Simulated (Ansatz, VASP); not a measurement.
## W in VASP and in Ansatz

```
CELL_PARAMETERS angstrom
-1.55737 1.55737 1.59730
1.55737 -1.55737 1.59730
1.55737 1.55737 -1.59730
ATOMIC_POSITIONS crystal
W 0.00000 0.00000 0.00000
```

Change from the starting cell: strain -0.025 along x and y, +0.000 along z, atoms carried along.

Alike in both runs: task single point; functional PBE; k mesh 20 × 20 × 20; occupations fermi-dirac, width 0.4 eV; no spin polarisation.

|  | VASP | Ansatz |
| --- | --- | --- |
| version | VASP 6.6.1 | Ansatz 0.2.0 |
| potentials or method | VASP PAW PBE potentials, release 64 (W_sv), cutoff 520 eV | scalar-relativistic, plane waves, PAW |
| valence electrons in the cell | 14 | 14 |

Ansatz gave:

```
gap on the k mesh at the Fermi level (eV)                     : none
pressure (GPa)                                                : 14.5
traceless stress, the component that is largest in VASP (GPa) : -4.91
```

Task: Which values does VASP return?

Result: gap on the k mesh at the Fermi level (eV): none; pressure (GPa): 15.2; traceless stress, the component that is largest in VASP (GPa): -4.91.

A gap of «none» marks a metal or a gap that the smearing closes.

Neither program's run includes spin-orbit coupling.
